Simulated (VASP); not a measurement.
The system is BiTe.

```
CELL_PARAMETERS angstrom
2.42271 1.39875 3.31729
-2.42271 1.39875 3.31729
0.00000 -2.79750 3.31729
ATOMIC_POSITIONS crystal
Bi 0.50000 0.50000 0.50000
Te 0.00000 0.00000 0.00000
```

- Program: VASP 6.6.1
- Task: relaxation of cell and atoms
- Functional: PBEsol
- Potentials or basis: VASP PAW PBE potentials, release 64 (Bi_d, Te)
- Cutoff: 600 eV
- k mesh: 7 × 7 × 7
- Occupations: fermi-dirac, width 0.05 eV
- Spin: no spin polarisation

At the start: pressure -2.3 GPa; volume 33.72 Å³/atom.

Task: How do energy, volume and symmetry change on relaxing?

Result: Over 7 steps the energy falls by 12.9 meV/atom and the volume is 31.95 Å³/atom (-5.3 %); space group R-3m (No. 166, to 0.1 Å) before and after.

The path:
```
step  energy change (eV)  largest force (eV/Å)  pressure (GPa)  volume (Å³)
   1              0.0000                0.0000           -2.32        67.45
   2             -0.0157                0.0000            1.50        62.79
   3             -0.0230                0.0000           -0.01        64.40
   4             -0.0238                0.0000           -0.01        64.33
   5             -0.0253                0.0000           -0.01        64.14
   6             -0.0255                0.0000           -0.02        63.71
   7             -0.0259                0.0000           -0.01        63.91
```

Final structure:
```yaml
crystal:
  lattice:
    - [2.40735, 1.38988, 3.18332]
    - [-2.40735, 1.38988, 3.18332]
    - [0.00000, -2.77977, 3.18332]
  atoms:
    - { symbol: Bi, position: [0.50000, 0.50000, 0.50000] }
    - { symbol: Te, position: [0.00000, 0.00000, 0.00000] }
```

Caveat: the PAW data sets were made with another functional, which shifts forces and pressure a little.
